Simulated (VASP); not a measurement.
**Rh: single point with PBE**

Crystal: Rh.

```
Rh
1.0
     2.83390    0.00000    0.00000
    -1.41695    2.45423    0.00000
     0.00000    0.00000    4.52540
Rh
2
Direct
  0.66667 0.33333 0.75000
  0.33333 0.66667 0.25000
```

This isn't the form of Rh at room conditions, which is fcc.

```yaml
Program: VASP 6.6.1
Task: single point
Functional: PBE
Potentials_or_basis: VASP PAW PBE potentials, release 64 (Rh_pv)
Cutoff: 520 eV
k_mesh: 18 × 18 × 10
Occupations: gaussian, width 0.15 eV
Spin: no spin polarisation
```

```
Pressure               : -20.8 GPa
Band gap on the k mesh : zero (bands 15 and 16 overlap by 1.93 eV)
```

Stress tensor (GPa, compression positive):
```
-21.02   0.00   0.00
  0.00 -21.02   0.00
  0.00   0.00 -20.38
```

Levels at points of the mesh, in eV from the Fermi level:
```tsv
k point	band 11	band 12	band 13	band 14	band 15	band 16	band 17	band 18	band 19	band 20
(0.00, 0.00, 0.00)	-2.43	-2.01	-2.01	-1.62	-1.62	0.10	0.10	1.02	7.56	15.72
(0.50, 0.00, 0.00)	-2.15	-1.78	-1.77	0.28	0.52	0.54	2.62	4.45	9.45	9.92
(0.00, 0.00, 0.50)	-2.56	-2.56	-2.56	-2.56	-0.37	-0.37	-0.37	-0.37	14.27	14.27
(0.50, 0.00, 0.50)	-1.38	-1.38	-0.22	-0.22	0.44	0.44	2.50	2.50	8.07	8.07
```

It took 96 s on 1 thread of Intel(R) Xeon(R) Platinum 8488C (Sapphire Rapids) (shared host), peak memory 0.24 GiB.

Caveat: the cell stands under tension.
